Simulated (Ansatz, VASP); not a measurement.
# Be2ZnTe2Se: VASP beside Ansatz

File INCAR:

```
PREC = Accurate ; ENCUT = 520
EDIFF = 1E-7 ; ISMEAR = 0
SIGMA = 0.1 ; LREAL = False
LASPH = True ; NELM = 100
ALGO = Normal ; ISIF = 2
LWAVE = False ; LCHARG = True
GGA = PE ; LELF = True
LVHAR = True ; NBANDS = 26
```

File KPOINTS:

```
regular mesh
0
Gamma
  6 6 4
```

POSCAR

```
Be2ZnTe2Se
1.0
    4.2515714200      0.0000000000      0.0000000000
   -2.1257857100      3.6819688500      0.0000000000
    0.0000000000      0.0000000000      5.3706707400
Be Zn Te Se
2 1 2 1
Direct
    0.3333333300      0.6666666700      0.5000000000
    0.6666666700      0.3333333300      0.5000000000
    0.0000000000      0.0000000000      0.5000000000
    0.0000000000      0.0000000000      0.6990400500
    0.0000000000      0.0000000000      0.3009599500
    0.0000000000      0.0000000000      0.0000000000
```

Input for Ansatz:

```yaml
crystal:
  lattice:
    - [4.25157142, 0.0, 0.0]
    - [-2.12578571, 3.68196885, 0.0]
    - [0.0, 0.0, 5.37067074]
  atoms:
    - { symbol: Be, position: [0.33333333, 0.66666667, 0.5] }
    - { symbol: Be, position: [0.66666667, 0.33333333, 0.5] }
    - { symbol: Zn, position: [0.0, 0.0, 0.5] }
    - { symbol: Te, position: [0.0, 0.0, 0.69904005] }
    - { symbol: Te, position: [0.0, 0.0, 0.30095995] }
    - { symbol: Se, position: [0.0, 0.0, 0.0] }
basis:
  ecutwfc: 420
kpoints:
  mp_grid: { grid: [6, 6, 4] }
hamiltonian:
  xc: pbe
scf:
  occupations: { method: gaussian, width: 0.1 }
  lower_state_search: "off"
output:
  forces: true
  stress: true
  eigenvalues: true
```

Alike in both runs: task single point; functional PBE; k mesh 6 × 6 × 4; occupations gaussian, width 0.1 eV; no spin polarisation.

|  | VASP | Ansatz |
| --- | --- | --- |
| version | VASP 6.6.1 | Ansatz 0.2.0 |
| potentials or method | VASP PAW PBE potentials, release 64 (Be, Zn, Te, Se), cutoff 520 eV | scalar-relativistic, plane waves, PAW |
| valence electrons in the cell | 34 | 64 |

Ansatz gave:

```
gap on the k mesh at the Fermi level (eV) : none
rms of the force components (eV/Å)        : 182.408
```

Q: What did VASP give for the same quantities?

A: gap on the k mesh at the Fermi level (eV): none; rms of the force components (eV/Å): 8.934.

Atom by atom the forces differ by 173.473 eV/Å (rms over components). A gap of «none» marks a metal or a gap that the smearing closes. One of these differences is far larger than is usual between the two programs; its cause wasn't traced. VASP's potentials hold 34 valence electrons a cell and Ansatz's 64, so a difference there can come from the potentials and not from the codes.

Neither program's run includes spin-orbit coupling.
